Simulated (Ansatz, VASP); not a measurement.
**Two plane-wave programs on Ga3Sb**

```
Ga Sb
1.0
    -2.15089    2.15089    4.76577
     2.15089   -2.15089    4.76577
     2.15089    2.15089   -4.76577
Ga Sb
3 1
Cartesian
  0.0000 2.1509 2.3829
  2.1509 0.0000 2.3829
  0.0000 0.0000 4.7658
  0.0000 0.0000 0.0000
```

Alike in both runs: task single point; functional PBE; k mesh 16 × 16 × 16; occupations gaussian, width 0.15 eV; no spin polarisation.

|  | VASP | Ansatz |
| --- | --- | --- |
| version | VASP 6.6.1 | Ansatz 0.2.0 |
| potentials or method | VASP PAW PBE potentials, release 64 (Ga_d, Sb), cutoff 520 eV | scalar-relativistic, plane waves, PAW |
| valence electrons in the cell | 44 | 54 |

VASP gave:

```
gap on the k mesh at the Fermi level (eV)                     : none
pressure (GPa)                                                : -0.1
traceless stress, the component that is largest in VASP (GPa) : -0.28
```

Question: What did Ansatz give for the same quantities?

Answer: gap on the k mesh at the Fermi level (eV): none; pressure (GPa): -0.1; traceless stress, the component that is largest in VASP (GPa): -0.27.

A gap of «none» marks a metal or a gap that the smearing closes. VASP's potentials hold 44 valence electrons a cell and Ansatz's 54, so a difference there can come from the potentials and not from the codes.

Spin-orbit coupling is off throughout.
